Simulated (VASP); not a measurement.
Input of a VASP 6.6.1 run:

File INCAR:

```
PREC = Accurate
ENCUT = 520
EDIFF = 1E-7
ISMEAR = -1
SIGMA = 0.05
LREAL = F
LASPH = T
NELM = 60
ALGO = Fast
ISIF = 2
LWAVE = F
LCHARG = F
GGA = PE
NBANDS = 12
```

Contents of KPOINTS:

```
Automatic mesh
0
Gamma
  10 10 3
```

POSCAR

```
Mg
1.0
    3.1768261656      0.0000000000      0.0000000000
   -1.5884130828      2.7512121628      0.0000000000
    0.0000000000      0.0000000000     10.3188620100
Mg
4
Direct
    0.6666666667      0.3333333333      0.7500000000
    0.0000000000      0.0000000000      0.5000000000
    0.3333333333      0.6666666667      0.2500000000
    0.0000000000      0.0000000000      0.0000000000
```

Potentials or basis: VASP PAW PBE potentials, release 64 (Mg).

The run is started by

```sh
$ cat potpaw_PBE.64/Mg/POTCAR > POTCAR
$ mpirun -np 1 vasp_std > vasp.out
```

(1) What does it give for the pressure?

(2) What does it give for the band gap on the k mesh?

Results:

(1) 0.8 GPa.

(2) zero (band 4 reaches 3.37 eV, above the bottom of band 5 at 1.48 eV).
